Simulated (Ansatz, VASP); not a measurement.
**LaTaO: VASP beside Ansatz**

```
CELL_PARAMETERS angstrom
3.93545 0.00000 0.00000
0.00000 3.93545 0.00000
0.00000 0.00000 8.98089
ATOMIC_POSITIONS crystal
La 0.00000 0.50000 0.85742
La 0.50000 0.00000 0.14258
Ta 0.00000 0.00000 0.50000
Ta 0.50000 0.50000 0.50000
O 0.00000 0.00000 0.00000
O 0.50000 0.50000 0.00000
```

Change from the starting cell: species swapped into the GdOF type (P4/nmm, No. 129).

Alike in both runs: functional PBE; k mesh 4 × 4 × 4; occupations gaussian, width 0.1 eV; no spin polarisation.

Ansatz relaxed the structure, and its values are those at the end. VASP's run is a single point on that final structure, the one shown.

```csv
,VASP,Ansatz
version,VASP 6.6.1,Ansatz 0.2.0
potentials or method,"VASP PAW PBE potentials, release 64 (La, Ta_pv, O), cutoff 520 eV","scalar-relativistic, plane waves, PAW"
valence electrons in the cell,56,60
```

```tsv
	VASP	Ansatz	Ansatz less VASP
gap on the k mesh at the Fermi level (eV)	none	none	-
pressure (GPa)	-0.1	0.0	+0.14
rms of the force components (eV/Å)	0.006	0.001	-0.0052
```

A gap of «none» marks a metal or a gap that the smearing closes. VASP's potentials hold 56 valence electrons a cell and Ansatz's 60, so a difference there can come from the potentials and not from the codes.

The k mesh is coarse, so the values compare programs but aren't converged. Spin-orbit coupling is off throughout.
